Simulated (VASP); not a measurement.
# FeO: single point with PBE+D4

FeO:

```xyz
2
Lattice="0.0000 2.1697 2.1697 2.1697 0.0000 2.1697 2.1697 2.1697 0.0000" Properties=species:S:1:pos:R:3 pbc="T T T"
Fe    0.0000    0.0000    0.0000
O     2.1697    2.1697    2.1697
```

| Property | Result |
| --- | --- |
| Program | VASP 6.6.1 |
| Task | single point |
| Functional | PBE |
| Dispersion | D4 |
| Potentials or basis | VASP PAW PBE potentials, release 64 (Fe, O) |
| Cutoff | 520 eV |
| k mesh | 11 × 11 × 11 |
| Occupations | fermi-dirac, width 0.05 eV |
| Spin | collinear spin, ferromagnetic start |
| Starting moments | [3.0, 0.0] μB |
| Dipole correction | no |
| Further INCAR settings | ALGO = Normal; EDIFF = 1e-06; NBANDS = 18 |

The pressure is -7.9 GPa and the band gap on the k mesh is zero (filled and empty bands overlap). The net moment is 4.00 μB per cell, the site moments are Fe +3.62; O +0.30 μB and the valence electrons inside the program's atomic spheres are Fe 6.70; O 4.98. The dispersion energy per atom is -0.331 eV.

Levels at points of the mesh, in eV from the Fermi level:
Spin up:
| k point | band 6 | band 7 | band 8 | band 9 | band 10 | band 11 | band 12 | band 13 |
| --- | --- | --- | --- | --- | --- | --- | --- | --- |
| (0.00, 0.00, 0.00) | -3.72 | -3.72 | -3.67 | -3.67 | -0.02 | 15.40 | 16.87 | 16.87 |
Spin down:
| k point | band 3 | band 4 | band 5 | band 6 | band 7 | band 8 |
| --- | --- | --- | --- | --- | --- | --- |
| (0.00, 0.00, 0.00) | -3.18 | -3.18 | -0.71 | -0.71 | -0.71 | 0.20 |

It took 60 s on 1 thread of Intel Xeon 8259CL, on a shared host, peak memory 0.17 GiB.

Caveat: the cell stands under tension; a cell with one magnetic atom can't hold antiferromagnetic order, which such compounds often take; semilocal functionals often make such compounds metallic where correlation or magnetic order opens a gap, which also shifts bond lengths. With open d or f shells a metallic result of PBE can be an artefact of self-interaction; +U or a hybrid may open a gap.
